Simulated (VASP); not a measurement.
Here is a VASP 6.6.1 calculation.

File POSCAR:

```
CdSe
1.0
    4.3055731906      0.0000000000      0.0000000000
    0.0000000000      4.3055731906      0.0000000000
    0.0000000000      0.0000000000      6.0701402112
Cd Se
2 2
Direct
    0.0000000000      0.0000000000      0.0000000000
    0.5000000000      0.5000000000      0.5000000000
    0.5000000000      0.0000000000      0.2500000000
    0.0000000000      0.5000000000      0.7500000000
```

INCAR.step1

```
PREC     = Accurate       # precision mode
ENCUT    = 520            # plane-wave cutoff, eV
ISMEAR   = 0              # smearing method
SIGMA    = 0.01           # smearing width, eV
LREAL    = F              # projectors in reciprocal space
LASPH    = T              # aspherical terms in the spheres
NELM     = 80             # most SCF steps
NBANDS   = 26             # bands
GGA      = PE             # functional
ALGO     = Normal         # electronic algorithm
EDIFF    = 1E-4           # SCF threshold, eV
LWAVE    = T              # write WAVECAR
LCHARG   = F              # write CHGCAR
```

INCAR.step2

```
PREC     = Accurate       # precision mode
ENCUT    = 520            # plane-wave cutoff, eV
EDIFF    = 1E-7           # SCF threshold, eV
ISMEAR   = 0              # smearing method
SIGMA    = 0.01           # smearing width, eV
LREAL    = F              # projectors in reciprocal space
LASPH    = T              # aspherical terms in the spheres
NELM     = 80             # most SCF steps
ALGO     = Normal         # electronic algorithm
ISIF     = 2              # what is computed and relaxed
LWAVE    = F              # write WAVECAR
LCHARG   = T              # write CHGCAR
METAGGA  = R2SCAN         # meta-GGA
LMIXTAU  = T            
LELF     = T              # ELF
LVHAR    = T            
NBANDS   = 26             # bands
ISTART   = 1
```

KPOINTS

```
regular mesh
0
Gamma
  6 6 4
```

Potentials or basis: VASP PAW PBE potentials, release 64 (Cd, Se).

The run is started by

```bash
$ cat potpaw_PBE.64/Cd/POTCAR potpaw_PBE.64/Se/POTCAR > POTCAR
$ cp INCAR.step1 INCAR
$ mpirun -np 1 vasp_std > vasp.out
$ cp INCAR.step2 INCAR
$ mpirun -np 1 vasp_std > vasp.out
```

**Question.** What does it give for the band gap on the k mesh?

**Answer.** 1.08 eV.

**Question.** Estimate the pressure.

**Answer.** 1.6 GPa.

Caveat: the PAW data sets were made with another functional, which shifts forces and pressure a little.
